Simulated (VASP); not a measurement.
# W (Im-3m) in VASP: further runs

Runs on W. Level: LDA. Tasks: single point, relaxation of cell and atoms.

All numbers are computed with VASP 6.6.1; they aren't measurements. Logs are shortened: lines on timing, memory, paths and dates and some standing lists are left out, and cuts for length are marked.

## (1) The cell of the first run

It takes space group Im-3m (No. 229, cubic). Conventional cell: a = 3.135 Å, b = 3.135 Å, c = 3.135 Å, α = 90.00°, β = 90.00°, γ = 90.00°. W (site symmetry m-3m) has 14 W at 2.72 to 3.14 Å within 3.6 Å.

## (2) Single point, LDA

Input file INCAR:

```
ALGO     = Normal         # electronic algorithm
EDIFF    = 1E-6           # SCF threshold, eV
ENCUT    = 520            # plane-wave cutoff, eV
GGA      = CA             # functional
ISIF     = 2              # what is computed and relaxed
ISMEAR   = 0              # smearing method
LASPH    = T              # aspherical terms in the spheres
LCHARG   = T              # write CHGCAR
LELF     = T              # ELF
LREAL    = F              # projectors in reciprocal space
LVHAR    = T            
LWAVE    = F              # write WAVECAR
NBANDS   = 13             # bands
NELM     = 60             # most SCF steps
PREC     = Accurate       # precision mode
SIGMA    = 0.1            # smearing width, eV
```

Input file KPOINTS:

```
k-points
0
Gamma
  24 24 24
```

Input file POSCAR:

```
W
1.0
   -1.5675126519      1.5675126519      1.5675126519
    1.5675126519     -1.5675126519      1.5675126519
    1.5675126519      1.5675126519     -1.5675126519
W
1
Direct
    0.0000000000      0.0000000000      0.0000000000
```

Potentials or basis: VASP PAW LDA potentials, release 64 (W_sv).

Command:

```sh
cat potpaw_LDA.64/W_sv/POTCAR > POTCAR
mpirun -np 1 vasp_std > vasp.out
```

OUTCAR:

```text
EDIFF = 1E-6
   ENCUT = 520
   GGA = CA
   ISIF = 2
   ISMEAR = 0
   LASPH = T
   LREAL = F
   NELM = 60
   PREC = Accurate

 ion  position               nearest neighbor table
   1  0.000  0.000  0.000-

  LATTYP: Found a body centered cubic cell.
 ALAT       =     3.1350253038

  Lattice vectors:

 A1 = (  -1.5675126519,   1.5675126519,   1.5675126519)
 A2 = (   1.5675126519,  -1.5675126519,   1.5675126519)
 A3 = (   1.5675126519,   1.5675126519,  -1.5675126519)

Analysis of symmetry for initial positions (statically):
=====================================================================
 Subroutine PRICEL returns:
 Original cell was already a primitive cell.

 Routine SETGRP: Setting up the symmetry group for a
 body centered cubic supercell.

 Subroutine GETGRP returns: Found 48 space group operations
 (whereof 48 operations were pure point group operations)
 out of a pool of 48 trial point group operations.

The static configuration has the point symmetry O_h .

Analysis of symmetry for dynamics (positions and initial velocities):
=====================================================================
 Subroutine PRICEL returns:
 Original cell was already a primitive cell.

 Routine SETGRP: Setting up the symmetry group for a
 body centered cubic supercell.

 Subroutine GETGRP returns: Found 48 space group operations
 (whereof 48 operations were pure point group operations)
 out of a pool of 48 trial point group operations.

The dynamic configuration has the point symmetry O_h .

 Subroutine INISYM returns: Found 48 space group operations
 (whereof 48 operations are pure point group operations),
 and found     1 'primitive' translations

----------------------------------------------------------------------------------------

                                     Primitive cell

  volume of cell :      15.4061

  direct lattice vectors                    reciprocal lattice vectors
    -1.567512652  1.567512652  1.567512652     0.000000000  0.318976692  0.318976692
     1.567512652 -1.567512652  1.567512652     0.318976692  0.000000000  0.318976692
     1.567512652  1.567512652 -1.567512652     0.318976692  0.318976692  0.000000000

  length of vectors
     2.715011555  2.715011555  2.715011555     0.451101164  0.451101164  0.451101164

  position of ions in fractional coordinates (direct lattice)
     0.000000000  0.000000000  0.000000000

  ion indices of the primitive-cell ions
   primitive index   ion index
                 1           1

----------------------------------------------------------------------------------------

 KPOINTS: k-points

Automatic generation of k-mesh.
 Grid dimensions read from file:
 generate k-points for:   24   24   24

 Generating k-lattice:

  Cartesian coordinates                     Fractional coordinates (reciprocal lattice)
     0.000000000  0.013290695  0.013290695     0.041666667  0.000000000  0.000000000
     0.013290695  0.000000000  0.013290695     0.000000000  0.041666667  0.000000000
     0.013290695  0.013290695  0.000000000     0.000000000  0.000000000  0.041666667

  Length of vectors
     0.018795882  0.018795882  0.018795882

  Shift w.r.t. Gamma in fractional coordinates (k-lattice)
     0.000000000  0.000000000  0.000000000

 Subroutine IBZKPT returns following result:
 ===========================================

 Found    413 irreducible k-points:

 Following reciprocal coordinates:
            Coordinates               Weight
  0.000000  0.000000  0.000000      1.000000
  0.041667  0.000000  0.000000     12.000000
  0.083333  0.000000  0.000000     12.000000
  0.125000  0.000000  0.000000     12.000000
  0.166667  0.000000  0.000000     12.000000
  0.208333  0.000000  0.000000     12.000000
[... 16 lines left out ...]
  0.416667  0.041667 -0.000000     48.000000
  0.458333  0.041667  0.000000     48.000000
 [... further k-points ...]
   k-points           NKPTS =    413   k-points in BZ     NKDIM =    413   number of bands    NBANDS=     13
   number of dos      NEDOS =    301   number of ions     NIONS =      1
   total plane-waves  NPLWV =   8000
   dimension x,y,z NGX =    20 NGY =   20 NGZ =   20
   dimension x,y,z NGXF=    40 NGYF=   40 NGZF=   40
   ions per type =               1
   NGX,Y,Z   is equivalent  to a cutoff of  12.25, 12.25, 12.25 a.u.
   NGXF,Y,Z  is equivalent  to a cutoff of  24.49, 24.49, 24.49 a.u.
 SYSTEM =  unknown system
   PREC   = accura    normal or accurate (medium, high low for compatibility)
   ISTART =      0    job   : 0-new  1-cont  2-samecut
   ICHARG =      2    charge: 1-file 2-atom 10-const
   ISPIN  =      1    spin polarized calculation?
   LNONCOLLINEAR =      F non collinear calculations
   LSORBIT =      F    spin-orbit coupling
   LASPH  =      T    aspherical Exc in radial PAW
   ENCUT  =  520.0 eV  38.22 Ry    6.18 a.u.   5.05  5.05  5.05*2*pi/ulx,y,z
   NELM   =     60;   NELMIN=  2; NELMDL= -5     # of ELM steps
   EDIFF  = 0.1E-05   stopping-criterion for ELM
   LREAL  =      F    real-space projection
   EDIFFG = 0.1E-04   stopping-criterion for IOM
   NSW    =      0    number of steps for IOM
   IBRION =     -1    ionic relax: 0-MD 1-quasi-New 2-CG
   NFREE  =      0    steps in history (QN), initial steepest desc. (CG)
   ISIF   =      2    stress and relaxation
   ISYM   =      2    0-nonsym 1-usesym 2-fastsym
   POTIM  = 0.5000    time-step for ionic-motion
   TEBEG  =    0.0;   TEEND  =   0.0 temperature during run
   PSTRESS=    0.0 pullay stress
   NELECT =      14.0000    total number of electrons
   NUPDOWN=      -1.0000    fix difference up-down
   EMIN   =  10.00;   EMAX   =-10.00  energy-range for DOS
   EFERMI =   0.00;   METHOD = LEGACY
   ISMEAR =     0;   SIGMA  =   0.10  broadening in eV -4-tet -1-fermi 0-gaus
   EFERMI_NEDOS =   21; number of points for ismear=-14 and -15
   IALGO  =     38    algorithm
   IMIX   =      4    mixing-type and parameters
     AMIX     =   0.40;   BMIX     =  1.00
     AMIX_MAG =   1.60;   BMIX_MAG =  1.00
  volume/ion in A,a.u.               =      15.41       103.97
  Fermi-wavevector in a.u.,A,eV,Ry     =   1.585695  2.996530 34.210900  2.514430
  Thomas-Fermi vector in A             =   2.685121
   LORBIT       =      0    0 simple, 1 ext, 2 COOP (PROOUT), +10 PAW based schemes
   GGA     = CA    functional components
   LHFCALC =     F    Hartree Fock is set to
   AEXX    =    0.0000 exact exchange contribution
   IVDW    =     0    specifies the selected vdW correction
   LEPSILON=     F    determine dielectric tensor
   LRPA    =     F    only Hartree local field effects (RPA)
 non-spin polarized calculation
 Gauss-broadening in eV      SIGMA  =   0.10
  energy-cutoff  :      520.00
  volume of cell :       15.41
 maximum number of plane-waves:       430
   NGX =  9   NGY =  9   NGZ =  9

 number of electron      14.0000004 magnetization

 Free energy of the ion-electron system (eV)
  ---------------------------------------------------
  ext. energy  EPLUGINS =         0.00000000
  ---------------------------------------------------
  free energy    TOTEN  =       -14.10693863 eV

  energy without entropy =      -14.10503124  energy(sigma->0) =      -14.10598493

 E-fermi :  11.8129     XC(G=0): -13.9902

 val. band max:       11.8080715497   @ k =  -0.1667   0.2500   0.0833
 cond. band min:      11.8324574175   @ k =  -0.2917   0.2917   0.2917
 fundamental gap:      0.0243858678
 Fermi energy:        11.8129063448

 k-point     1 :       0.0000    0.0000    0.0000
  band No.  band energies     occupation
      1     -61.9735      2.00000
      2     -25.7359      2.00000
      3     -25.7359      2.00000
      4     -25.7359      2.00000
      5       2.0395      2.00000
      6      10.4289      2.00000
      7      10.4289      2.00000
      8      10.4289      2.00000
      9      13.9946      0.00000
     10      13.9946      0.00000
     11      26.3771      0.00000
     12      26.3771      0.00000
     13      26.3771      0.00000

 k-point     2 :       0.0417    0.0000    0.0000
  band No.  band energies     occupation
      1     -61.9710      2.00000
      2     -25.7627      2.00000
      3     -25.7441      2.00000
      4     -25.7360      2.00000
      5       2.1277      2.00000
      6      10.3748      2.00000
      7      10.4181      2.00000
      8      10.5135      2.00000
      9      13.9042      0.00000
     10      13.9947      0.00000
     11      26.4544      0.00000
     12      26.5256      0.00000
     13      26.6013      0.00000

 k-point     3 :       0.0833    0.0000    0.0000
  band No.  band energies     occupation
      1     -61.9632      2.00000
      2     -25.8406      2.00000
      3     -25.7683      2.00000
      4     -25.7365      2.00000
      5       2.3865      2.00000
      6      10.2203      2.00000
      7      10.3766      2.00000
      8      10.7662      2.00000
      9      13.6799      0.00000
     10      13.9978      0.00000
     11      26.6674      0.00000
     12      26.9630      0.00000
     13      27.2190      0.00000
[... 305 lines left out ...]
 k-point    23 :       0.4167    0.0417   -0.0000
  band No.  band energies     occupation
      1     -61.8218      2.00000
      2     -27.1169      2.00000
      3     -26.1913      2.00000
      4     -25.7557      2.00000
      5       5.3885      2.00000
      6       8.1035      2.00000
      7      11.9130      0.15708
      8      13.9767      0.00000
      9      14.9117      0.00000
     10      17.6801      0.00000
     11      23.6449      0.00000
     12      23.9160      0.00000
     13      29.6809      0.00000

 k-point    24 :       0.4583    0.0417    0.0000
  band No.  band energies     occupation
      1     -61.8165      2.00000
      2     -27.1608      2.00000
      3     -26.2069      2.00000
      4     -25.7561      2.00000
      5       5.3624      2.00000
      6       8.0397      2.00000
      7      12.4075      0.00000
      8      13.9023      0.00000
      9      15.0145      0.00000
     10      18.1669      0.00000
     11      23.2413      0.00000
     12      23.5660      0.00000
     13      29.0273      0.00000

 [... further k-points ...]

------------------------ aborting loop because EDIFF is reached ----------------------------------------

  FORCE on cell =-STRESS in cart. coord.  units (eV):
  Direction    XX          YY          ZZ          XY          YZ          ZX
  --------------------------------------------------------------------------------------
  -------------------------------------------------------------------------------------
  Total        0.1883372      0.1883372      0.1883372      0.0000000     -0.0000000      0.0000000
  in kB       19.5863519     19.5863519     19.5863519      0.0000000     -0.0000000      0.0000000
  external PRESSURE =      19.5863519 kB  Pullay stress =       0.0000000 kB

 VOLUME and BASIS-vectors are now :
 -----------------------------------------------------------------------------
  energy-cutoff  :      520.00
  volume of cell :       15.41
      direct lattice vectors                 reciprocal lattice vectors
    -1.567512652  1.567512652  1.567512652     0.000000000  0.318976692  0.318976692
     1.567512652 -1.567512652  1.567512652     0.318976692  0.000000000  0.318976692
     1.567512652  1.567512652 -1.567512652     0.318976692  0.318976692  0.000000000

 POSITION                                       TOTAL-FORCE (eV/Angst)
 -----------------------------------------------------------------------------------
      0.00000      0.00000      0.00000        -0.000000     -0.000000     -0.000000
 -----------------------------------------------------------------------------------
    total drift:                                0.000000     -0.000000      0.000000

  FREE ENERGIE OF THE ION-ELECTRON SYSTEM (eV)
  ---------------------------------------------------
  free  energy   TOTEN  =       -14.1069386286 eV

  energy  without entropy=      -14.1050312405  energy(sigma->0) =      -14.10598493
```

Run time: 54 s. Hardware: 1 thread of Intel Xeon 6975P-C, shared host; peak memory 0.18 GiB.

Results:

* Free energy: -14.1069 eV
* Pressure: 2.0 GPa
* Band gap on the k mesh: zero (band 7 reaches 17.09 eV, above the bottom of band 8 at 10.43 eV)

Caveat: spin-orbit coupling is left out, which moves the levels of the heavy elements.

## (3) Relaxation of cell and atoms, LDA

This run uses another cell than the first one, of 15.93 Å³/atom, 1.034 times its volume.

Input file INCAR:

```
SYSTEM = W
  ALGO = Normal
  EDIFF = 1E-6
  EDIFFG = -0.003
  ENCUT = 600
  IBRION = 2
  ISIF = 3
  ISMEAR = 0
  LASPH = .True.
  LCHARG = .False.
  LREAL = .False.
  LWAVE = .False.
  NELM = 80
  NSW = 80
  PREC = Accurate
  SIGMA = 0.1
```

Input file KPOINTS:

```
k-points
0
Gamma
  24 24 24
  0 0 0
```

Input file POSCAR:

```
W
1.0
   -1.5850000000      1.5850000000      1.5850000000
    1.5850000000     -1.5850000000      1.5850000000
    1.5850000000      1.5850000000     -1.5850000000
W
1
Direct
    0.0000000000      0.0000000000      0.0000000000
```

Potentials or basis: VASP PAW LDA potentials, release 64 (W_sv).

Command:

```sh
cat potpaw_LDA.64/W_sv/POTCAR > POTCAR
mpirun -np 1 vasp_std > vasp.out
```

Run time: 2 min. Hardware: 1 thread of Intel Xeon 6975P-C, shared host; peak memory 0.22 GiB.

It converged, with:

```
Free energy                            : -14.1078 eV
Relaxed volume                         : 15.50 Å³/atom
Relaxed cell                           : a = 2.720 Å, b = 2.720 Å, c = 2.720 Å, α = 109.47°, β = 109.47°, γ = 109.47°
Space group after relaxing (to 0.05 Å) : Im-3m (No. 229)
Energy gained by relaxing              : 11.9 meV/atom
Ionic steps                            : 8
Pressure after relaxing                : 0.0 GPa
Band gap on the k mesh                 : zero (band 7 reaches 16.96 eV, above the bottom of band 8 at 10.35 eV)
```

The path:
```csv
step,energy change (eV),largest force (eV/Å),pressure (GPa),volume (Å³)
1,0.0000,0.0000,-8.65,15.93
2,0.1622,0.0000,41.40,14.03
3,-0.0118,0.0000,-0.41,15.52
4,-0.0119,0.0000,-0.08,15.50
5,-0.0118,0.0000,0.12,15.49
6,-0.0118,0.0000,-0.28,15.51
7,-0.0119,0.0000,-0.05,15.50
8,-0.0119,0.0000,0.02,15.50
```

Final structure:
```yaml
crystal:
  lattice:
    - [-1.57058, 1.57058, 1.57058]
    - [1.57058, -1.57058, 1.57058]
    - [1.57058, 1.57058, -1.57058]
  atoms:
    - { symbol: W, position: [0.00000, 0.00000, 0.00000] }
```

Levels at points of the mesh, in eV from the Fermi level:
```csv
k point,band 5,band 6,band 7,band 8,band 9,band 10
"(0.00, 0.00, 0.00)",-9.74,-1.37,-1.37,-1.37,2.17,2.17
"(0.50, 0.00, 0.00)",-6.48,-3.77,0.85,2.09,3.08,6.27
"(0.50, 0.50, 0.50)",-6.10,-6.10,5.24,5.24,5.24,8.47
```

Caveat: spin-orbit coupling is left out, which moves the levels of the heavy elements.
